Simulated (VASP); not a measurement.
Crystal: Ti.

```
Ti
1.0
     4.56737    0.00000    0.00000
    -2.28369    3.95546    0.00000
     0.00000    0.00000    2.82624
Ti
3
Direct
  0.66667 0.33333 0.50000
  0.33333 0.66667 0.50000
  0.00000 0.00000 0.00000
```

This isn't the form of Ti at room conditions, which is hcp.

| Property | Result |
| --- | --- |
| Program | VASP 6.6.1 |
| Task | relaxation of cell and atoms |
| Functional | BLYP |
| Potentials or basis | VASP PAW PBE potentials, release 64 (Ti_sv) |
| Cutoff | 600 eV |
| k mesh | 7 × 7 × 9 |
| Occupations | fermi-dirac, width 0.05 eV |
| Spin | no spin polarisation |

At the start: pressure 3.4 GPa; volume 17.02 Å³/atom.

How do energy, volume and symmetry change on relaxing?

Over 3 steps the energy falls by 5.4 meV/atom and the volume is 17.55 Å³/atom (+3.1 %); space group P6/mmm (No. 191, to 0.1 Å) before and after.

The path:
```
step  energy change (eV)  largest force (eV/Å)  pressure (GPa)  volume (Å³)
   1              0.0000                0.0000            3.37        51.06
   2             -0.0088                0.0000           -2.11        53.75
   3             -0.0162                0.0000           -0.01        52.64
```

Final structure:
```
Ti
1.0
     4.61296    0.00000    0.00000
    -2.30648    3.99494    0.00000
     0.00000    0.00000    2.85654
Ti
3
Direct
  0.66667 0.33333 0.50000
  0.33333 0.66667 0.50000
  0.00000 0.00000 0.00000
```

Caveat: the PAW data sets were made with another functional, which shifts forces and pressure a little.
